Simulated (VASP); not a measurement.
Crystal: Sn.

```
CELL_PARAMETERS angstrom
-1.73797 1.78731 2.35383
1.73797 -1.78731 2.35383
1.73797 1.78731 -2.35383
ATOMIC_POSITIONS crystal
Sn 0.00000 0.00000 0.00000
```

Base run:

* Program: VASP 6.6.1
* Functional: r2SCAN
* Potentials or basis: VASP PAW PBE potentials, release 64 (Sn_d)
* Cutoff: 520 eV
* k mesh: 11 × 11 × 11
* Occupations: fermi-dirac, width 0.05 eV
* Spin: no spin polarisation

Its results: band gap on the k mesh zero (band 7 reaches 14.53 eV, above the bottom of band 8 at 5.43 eV); pressure -3.0 GPa.

The run is repeated on the same cell with these changes: functional from r2SCAN to PBE. What comes out?

Band gap on the k mesh zero (band 7 reaches 14.16 eV, above the bottom of band 8 at 5.57 eV); pressure -1.9 GPa.

Caveats: spin-orbit coupling is left out, which moves the levels of the heavy elements; the PAW data sets were made with another functional, which shifts forces and pressure a little (some runs).
